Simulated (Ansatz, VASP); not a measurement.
# One calculation of ZnAu, two programs

```
Zn Au
1.0
     3.18124    0.00000    0.00000
     0.00000    3.18124    0.00000
     0.00000    0.00000    3.18124
Zn Au
1 1
Direct
  0.50000 0.50000 0.50000
  0.00000 0.00000 0.00000
```

Change from the starting cell: volume scaled by 1.03.

Alike in both runs: task single point; functional PBEsol; k mesh 13 × 13 × 13; occupations fermi-dirac, width 0.05 eV; no spin polarisation.

|  | VASP | Ansatz |
| --- | --- | --- |
| version | VASP 6.6.1 | Ansatz 0.2.0 |
| potentials or method | VASP PAW PBE potentials, release 64 (Zn, Au), cutoff 520 eV | all-electron LAPW, scalar-relativistic |

|  | VASP | Ansatz | Ansatz less VASP |
| --- | --- | --- | --- |
| pressure (GPa) | -6.2 | -6.2 | -0.07 |

VASP's potentials were made for PBE, not for PBEsol. Ansatz ran all-electron here, and VASP with PAW potentials.

Neither program's run includes spin-orbit coupling.
